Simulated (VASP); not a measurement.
# SnO (P2_1) in VASP: a series of runs

SnO is run at these levels: LDA; tasks: single point.

All numbers are computed with VASP 6.6.1; they aren't measurements. Logs are shortened: lines on timing, memory, paths and dates and some standing lists are left out, and cuts for length are marked.

## (1) The cell of the first run

It takes space group P2_1 (No. 4, monoclinic). The conventional cell has a = 3.355 Å, b = 4.222 Å, c = 11.368 Å, α = 90.00°, β = 93.38°, γ = 90.00°. Within 2.8 Å of Sn (site symmetry 1) lie 3 O at 2.15 to 2.16 Å. Within 2.8 Å of Sn (site symmetry 1) lie 3 O at 2.15 to 2.16 Å. O (site symmetry 1) has 3 Sn at 2.15 to 2.16 Å within 2.8 Å. Within 2.8 Å of O (site symmetry 1) lie 3 Sn at 2.15 to 2.16 Å.

## (2) Single point, LDA

INCAR reads:

```
SYSTEM = SnO
  PREC = Accurate
  ENCUT = 520
  EDIFF = 1E-6
  ISMEAR = 0
  SIGMA = 0.05
  LREAL = .False.
  LASPH = .True.
  NELM = 80
  ALGO = Normal
  ISIF = 2
  LWAVE = .False.
  LCHARG = .False.
  GGA = CA
  NBANDS = 50
```

KPOINTS reads:

```
regular mesh
0
Gamma
  6 8 3
  0 0 0
```

POSCAR reads:

```
SnO
1.0
    0.0000000000      0.0000000000     -4.2219700000
   -3.3550050000      0.0000000000      0.0000000000
   -0.6710010000     11.3482080000      0.0000000000
Sn O
4 4
Direct
    0.4868560000     -0.1731909000      0.8659545000
    0.4868560000     -0.0731909000      0.3659545000
    0.9868560000      0.4731909000      0.1340455000
    0.9868560000      0.3731909000      0.6340455000
    0.2631430000     -0.0391250000      0.1956250000
    0.2631430000     -0.1391250000      0.6956250000
    0.7631430000      0.3391250000      0.8043750000
    0.7631430000      0.4391250000      0.3043750000
```

Potentials or basis: VASP PAW LDA potentials, release 64 (Sn_d, O).

Started as:

```bash
cat potpaw_LDA.64/Sn_d/POTCAR potpaw_LDA.64/O/POTCAR > POTCAR
mpirun -np 1 vasp_std > vasp.out
```

OUTCAR:

```text
SYSTEM = SnO
   PREC = Accurate
   ENCUT = 520
   EDIFF = 1E-6
   ISMEAR = 0
   LREAL = .False.
   LASPH = .True.
   NELM = 80
   ISIF = 2
   GGA = CA

 ion  position               nearest neighbor table
   1  0.487  0.827  0.866-   6 2.15   7 2.16   7 2.16
   2  0.487  0.927  0.366-   5 2.15   8 2.16   8 2.16
   3  0.987  0.473  0.134-   8 2.15   5 2.16   5 2.16
   4  0.987  0.373  0.634-   7 2.15   6 2.16   6 2.16
   5  0.263  0.961  0.196-   2 2.15   3 2.16   3 2.16
   6  0.263  0.861  0.696-   1 2.15   4 2.16   4 2.16
   7  0.763  0.339  0.804-   4 2.15   1 2.16   1 2.16
   8  0.763  0.439  0.304-   3 2.15   2 2.16   2 2.16

  LATTYP: Found a simple monoclinic cell.
 ALAT       =     3.3550050000
 B/A-ratio  =     1.2584094510
 C/A-ratio  =     3.3883789407
 COS(beta)  =    -0.0590252754

  Lattice vectors:

 A1 = (  -3.3550050000,   0.0000000000,   0.0000000000)
 A2 = (   0.0000000000,   0.0000000000,  -4.2219700000)
 A3 = (   0.6710010000, -11.3482080000,   0.0000000000)

Analysis of symmetry for initial positions (statically):
=====================================================================
 Subroutine PRICEL returns:
 Original cell was already a primitive cell.

 Routine SETGRP: Setting up the symmetry group for a
 simple monoclinic supercell.

 Subroutine GETGRP returns: Found  2 space group operations
 (whereof  1 operations were pure point group operations)
 out of a pool of  4 trial point group operations.

The static configuration has the point symmetry C_1 .
 The point group associated with its full space group is C_2 .

Analysis of symmetry for dynamics (positions and initial velocities):
=====================================================================
 Subroutine PRICEL returns:
 Original cell was already a primitive cell.

 Routine SETGRP: Setting up the symmetry group for a
 simple monoclinic supercell.

 Subroutine GETGRP returns: Found  2 space group operations
 (whereof  1 operations were pure point group operations)
 out of a pool of  4 trial point group operations.

The dynamic configuration has the point symmetry C_1 .
 The point group associated with its full space group is C_2 .

 Subroutine INISYM returns: Found  2 space group operations
 (whereof  1 operations are pure point group operations),
 and found     1 'primitive' translations

----------------------------------------------------------------------------------------

                                     Primitive cell

  volume of cell :     160.7443

  direct lattice vectors                    reciprocal lattice vectors
     0.000000000  0.000000000 -4.221970000     0.000000000  0.000000000 -0.236856254
    -3.355005000  0.000000000  0.000000000    -0.298062149 -0.017623928  0.000000000
    -0.671001000 11.348208000  0.000000000     0.000000000  0.088119640  0.000000000

  length of vectors
     4.221970000  3.355005000 11.368028288     0.236856254  0.298582731  0.088119640

  position of ions in fractional coordinates (direct lattice)
     0.486856000  0.826809100  0.865954500
     0.486856000  0.926809100  0.365954500
     0.986856000  0.473190900  0.134045500
     0.986856000  0.373190900  0.634045500
     0.263143000  0.960875000  0.195625000
     0.263143000  0.860875000  0.695625000
     0.763143000  0.339125000  0.804375000
     0.763143000  0.439125000  0.304375000

  ion indices of the primitive-cell ions
   primitive index   ion index
                 1           1
                 2           2
                 3           3
                 4           4
                 5           5
                 6           6
                 7           7
                 8           8

----------------------------------------------------------------------------------------

 KPOINTS: regular mesh

Automatic generation of k-mesh.
 Grid dimensions read from file:
 generate k-points for:    6    8    3

 Generating k-lattice:

  Cartesian coordinates                     Fractional coordinates (reciprocal lattice)
     0.000000000  0.000000000 -0.039476042     0.166666667  0.000000000  0.000000000
    -0.037257769 -0.002202991  0.000000000     0.000000000  0.125000000  0.000000000
     0.000000000  0.029373213  0.000000000     0.000000000  0.000000000  0.333333333

  Length of vectors
     0.039476042  0.037322841  0.029373213

  Shift w.r.t. Gamma in fractional coordinates (k-lattice)
     0.000000000  0.000000000  0.000000000

 Subroutine IBZKPT returns following result:
 ===========================================

 Found     52 irreducible k-points:

 Following reciprocal coordinates:
            Coordinates               Weight
  0.000000  0.000000  0.000000      1.000000
  0.166667  0.000000  0.000000      2.000000
  0.333333  0.000000  0.000000      2.000000
  0.500000  0.000000  0.000000      1.000000
  0.000000  0.125000 -0.000000      2.000000
  0.166667  0.125000 -0.000000      4.000000
[... 16 lines left out ...]
  0.333333  0.000000  0.333333      4.000000
  0.500000  0.000000  0.333333      2.000000
 [... further k-points ...]
   k-points           NKPTS =     52   k-points in BZ     NKDIM =     52   number of bands    NBANDS=     50
   number of dos      NEDOS =    301   number of ions     NIONS =      8
   total plane-waves  NPLWV =  80640
   dimension x,y,z NGX =    32 NGY =   28 NGZ =   90
   dimension x,y,z NGXF=    64 NGYF=   56 NGZF=  180
   ions per type =               4   4
   NGX,Y,Z   is equivalent  to a cutoff of  12.60, 13.87, 13.16 a.u.
   NGXF,Y,Z  is equivalent  to a cutoff of  25.20, 27.75, 26.32 a.u.
 SYSTEM =  SnO
   PREC   = accura    normal or accurate (medium, high low for compatibility)
   ISTART =      0    job   : 0-new  1-cont  2-samecut
   ICHARG =      2    charge: 1-file 2-atom 10-const
   ISPIN  =      1    spin polarized calculation?
   LNONCOLLINEAR =      F non collinear calculations
   LSORBIT =      F    spin-orbit coupling
   LASPH  =      T    aspherical Exc in radial PAW
   ENCUT  =  520.0 eV  38.22 Ry    6.18 a.u.   7.85  6.24 21.14*2*pi/ulx,y,z
   NELM   =     80;   NELMIN=  2; NELMDL= -5     # of ELM steps
   EDIFF  = 0.1E-05   stopping-criterion for ELM
   LREAL  =      F    real-space projection
   EDIFFG = 0.1E-04   stopping-criterion for IOM
   NSW    =      0    number of steps for IOM
   IBRION =     -1    ionic relax: 0-MD 1-quasi-New 2-CG
   NFREE  =      0    steps in history (QN), initial steepest desc. (CG)
   ISIF   =      2    stress and relaxation
   ISYM   =      2    0-nonsym 1-usesym 2-fastsym
   POTIM  = 0.5000    time-step for ionic-motion
   TEBEG  =    0.0;   TEEND  =   0.0 temperature during run
   PSTRESS=    0.0 pullay stress
   NELECT =      80.0000    total number of electrons
   NUPDOWN=      -1.0000    fix difference up-down
   EMIN   =  10.00;   EMAX   =-10.00  energy-range for DOS
   EFERMI =   0.00;   METHOD = LEGACY
   ISMEAR =     0;   SIGMA  =   0.05  broadening in eV -4-tet -1-fermi 0-gaus
   EFERMI_NEDOS =   21; number of points for ismear=-14 and -15
   IALGO  =     38    algorithm
   IMIX   =      4    mixing-type and parameters
     AMIX     =   0.40;   BMIX     =  1.00
     AMIX_MAG =   1.60;   BMIX_MAG =  1.00
  volume/ion in A,a.u.               =      20.09       135.59
  Fermi-wavevector in a.u.,A,eV,Ry     =   1.297357  2.451650 22.900458  1.683136
  Thomas-Fermi vector in A             =   2.428755
   LORBIT       =      0    0 simple, 1 ext, 2 COOP (PROOUT), +10 PAW based schemes
   GGA     = CA    functional components
   LHFCALC =     F    Hartree Fock is set to
   AEXX    =    0.0000 exact exchange contribution
   IVDW    =     0    specifies the selected vdW correction
   LEPSILON=     F    determine dielectric tensor
   LRPA    =     F    only Hartree local field effects (RPA)
 non-spin polarized calculation
 Gauss-broadening in eV      SIGMA  =   0.05
  energy-cutoff  :      520.00
  volume of cell :      160.74
 maximum number of plane-waves:      4348
 NGX is ok and might be reduce to    32
   NGX = 15   NGY = 13   NGZ = 43

 number of electron      80.0000010 magnetization

 Free energy of the ion-electron system (eV)
  ---------------------------------------------------
  ext. energy  EPLUGINS =         0.00000000
  ---------------------------------------------------
  free energy    TOTEN  =       -50.35892660 eV

  energy without entropy =      -50.35892660  energy(sigma->0) =      -50.35892660

 E-fermi :   4.7990     XC(G=0):  -9.9622

 val. band max:        4.5428092275   @ k =   0.0000   0.0000   0.0000
 cond. band min:       5.8983570473   @ k =   0.0000   0.3750   0.0000
 fundamental gap:      1.3555478197
 Fermi energy:         4.7990189275

 k-point     1 :       0.0000    0.0000    0.0000
  band No.  band energies     occupation
      1     -16.5512      2.00000
      2     -16.5438      2.00000
      3     -16.2482      2.00000
      4     -16.2458      2.00000
      5     -16.1585      2.00000
      6     -16.1506      2.00000
[... 42 lines left out ...]
     49      11.4749      0.00000
     50      12.1207      0.00000

 k-point     2 :       0.1667    0.0000    0.0000
  band No.  band energies     occupation
      1     -16.5355      2.00000
      2     -16.5293      2.00000
      3     -16.2703      2.00000
      4     -16.2678      2.00000
      5     -16.1534      2.00000
      6     -16.1468      2.00000
[... 42 lines left out ...]
     49      11.5460      0.00000
     50      12.1600      0.00000

 k-point     3 :       0.3333    0.0000    0.0000
  band No.  band energies     occupation
      1     -16.4893      2.00000
      2     -16.4860      2.00000
      3     -16.3352      2.00000
      4     -16.3330      2.00000
      5     -16.1412      2.00000
      6     -16.1383      2.00000
[... 42 lines left out ...]
     49      11.8077      0.00000
     50      12.2171      0.00000

 k-point     4 :       0.5000    0.0000    0.0000
  band No.  band energies     occupation
      1     -16.4175      2.00000
      2     -16.4175      2.00000
      3     -16.4166      2.00000
      4     -16.4165      2.00000
      5     -16.1298      2.00000
      6     -16.1298      2.00000
[... 999 lines left out ...]
 k-point    23 :       0.3333    0.0000    0.3333
  band No.  band energies     occupation
      1     -16.4885      2.00000
      2     -16.4869      2.00000
      3     -16.3348      2.00000
      4     -16.3334      2.00000
      5     -16.1406      2.00000
      6     -16.1392      2.00000
[... 42 lines left out ...]
     49      11.8509      0.00000
     50      12.1125      0.00000

 k-point    24 :       0.5000    0.0000    0.3333
  band No.  band energies     occupation
      1     -16.4176      2.00000
      2     -16.4175      2.00000
      3     -16.4166      2.00000
      4     -16.4165      2.00000
      5     -16.1293      2.00000
      6     -16.1293      2.00000
[... 42 lines left out ...]
     49      12.3206      0.00000
     50      12.3566      0.00000

 [... further k-points ...]
[... 5 lines left out ...]
  --------------------------------------------------------------------------------------
  -------------------------------------------------------------------------------------
  Total       -6.0819656     -4.8440596     -4.5256419      0.0161857      0.0000000      0.0000000
  in kB      -60.6204194    -48.2819114    -45.1081661      0.1613270      0.0000000      0.0000000
  external PRESSURE =     -51.3368323 kB  Pullay stress =       0.0000000 kB

 VOLUME and BASIS-vectors are now :
 -----------------------------------------------------------------------------
  energy-cutoff  :      520.00
  volume of cell :      160.74
      direct lattice vectors                 reciprocal lattice vectors
     0.000000000  0.000000000 -4.221970000     0.000000000  0.000000000 -0.236856254
    -3.355005000  0.000000000  0.000000000    -0.298062149 -0.017623928  0.000000000
    -0.671001000 11.348208000  0.000000000     0.000000000  0.088119640  0.000000000

 POSITION                                       TOTAL-FORCE (eV/Angst)
 -----------------------------------------------------------------------------------
     -3.35500      9.82703     -2.05549        -0.032316     -0.626941     -0.190562
     -3.35500      4.15293     -2.05549         0.006071     -0.610895     -0.198923
     -1.67750      1.52118     -4.16648         0.032316      0.626941     -0.190562
     -1.67750      7.19528     -4.16648        -0.006071      0.610895     -0.198923
     -3.35501      2.21999     -1.11098        -0.004465      0.138881      0.188281
     -3.35500      7.89410     -1.11098         0.017929      0.160488      0.201204
     -1.67750      9.12821     -3.22197         0.004465     -0.138881      0.188281
     -1.67750      3.45411     -3.22197        -0.017929     -0.160488      0.201204
 -----------------------------------------------------------------------------------
    total drift:                                0.000017      0.000007      0.000856

  FREE ENERGIE OF THE ION-ELECTRON SYSTEM (eV)
  ---------------------------------------------------
  free  energy   TOTEN  =       -50.3589265994 eV

  energy  without entropy=      -50.3589265994  energy(sigma->0) =      -50.35892660
```

Wall time 14 min (1 thread of AMD EPYC 7R13, shared host); peak memory 0.39 GiB.

What came out:

```
Free energy            : -50.3589 eV
Pressure               : -5.1 GPa
Largest force          : 0.656 eV/Å
Band gap on the k mesh : 1.36 eV, indirect (least direct gap 1.69 eV)
```

Forces on the atoms (eV/Å):
```
Sn  -0.032 -0.627 -0.191
Sn   0.006 -0.611 -0.199
Sn   0.032  0.627 -0.191
Sn  -0.006  0.611 -0.199
O   -0.004  0.139  0.188
O    0.018  0.160  0.201
O    0.004 -0.139  0.188
O   -0.018 -0.160  0.201
```

Caveat: spin-orbit coupling is left out, which moves the levels of the heavy elements.

## (3) Single point, LDA

INCAR reads:

```
PREC     = Accurate       # precision mode
ENCUT    = 520            # plane-wave cutoff, eV
EDIFF    = 1E-7           # SCF threshold, eV
ISMEAR   = 0              # smearing method
SIGMA    = 0.05           # smearing width, eV
LREAL    = F              # projectors in reciprocal space
LASPH    = T              # aspherical terms in the spheres
NELM     = 80             # most SCF steps
ALGO     = Normal         # electronic algorithm
ISIF     = 2              # what is computed and relaxed
LWAVE    = F              # write WAVECAR
LCHARG   = F              # write CHGCAR
GGA      = CA             # functional
NBANDS   = 50             # bands
```

KPOINTS reads:

```
Automatic mesh
0
Gamma
  6 8 3
```

POSCAR reads:

```
SnO
1.0
    0.0000000000      0.0000000000     -4.2219700000
   -3.3550050000      0.0000000000      0.0000000000
   -1.3420020000     11.3482080000      0.0000000000
Sn O
4 4
Direct
    0.4868560000     -0.3463818000      0.8659545000
    0.4868560000     -0.1463818000      0.3659545000
    0.9868560000      0.4463818000      0.1340455000
    0.9868560000      0.2463818000      0.6340455000
    0.2631430000     -0.0782500000      0.1956250000
    0.2631430000     -0.2782500000      0.6956250000
    0.7631430000      0.1782500000      0.8043750000
    0.7631430000      0.3782500000      0.3043750000
```

Potentials or basis: VASP PAW LDA potentials, release 64 (Sn_d, O).

Started as:

```bash
cat potpaw_LDA.64/Sn_d/POTCAR potpaw_LDA.64/O/POTCAR > POTCAR
mpirun -np 1 vasp_std > vasp.out
```

Run time: 16 min. Hardware: 1 thread of AMD EPYC 7R13, shared host; peak memory 0.39 GiB.

The run converged. Its results:

* Free energy: -50.3426 eV
* Pressure: -5.0 GPa
* Largest force: 0.690 eV/Å
* Band gap on the k mesh: 1.08 eV, direct

Forces on the atoms (eV/Å):
```
Sn  -0.031 -0.662 -0.189
Sn   0.005 -0.597 -0.212
Sn   0.031  0.662 -0.189
Sn  -0.005  0.597 -0.212
O    0.001  0.066  0.181
O    0.014  0.128  0.220
O   -0.001 -0.066  0.181
O   -0.014 -0.128  0.220
```

Stress tensor (GPa, compression positive):
```
-5.99  0.05  0.00
 0.05 -4.68  0.00
 0.00  0.00 -4.25
```

Levels at points of the mesh, in eV from the valence-band top:
| k point | band 38 | band 39 | band 40 | band 41 | band 42 | band 43 |
| --- | --- | --- | --- | --- | --- | --- |
| (0.00, 0.00, 0.00) | -1.75 | -1.57 | -0.12 | 2.42 | 2.93 | 3.08 |
| (0.50, 0.00, 0.00) | -1.84 | -1.69 | -1.69 | 1.70 | 1.70 | 2.43 |
| (0.00, 0.50, 0.00) | -1.27 | -1.23 | 0.00 | 1.08 | 1.92 | 2.12 |
| (0.50, 0.50, 0.00) | -1.21 | -0.77 | -0.77 | 1.96 | 1.96 | 2.57 |

Caveat: spin-orbit coupling is left out, which moves the levels of the heavy elements.
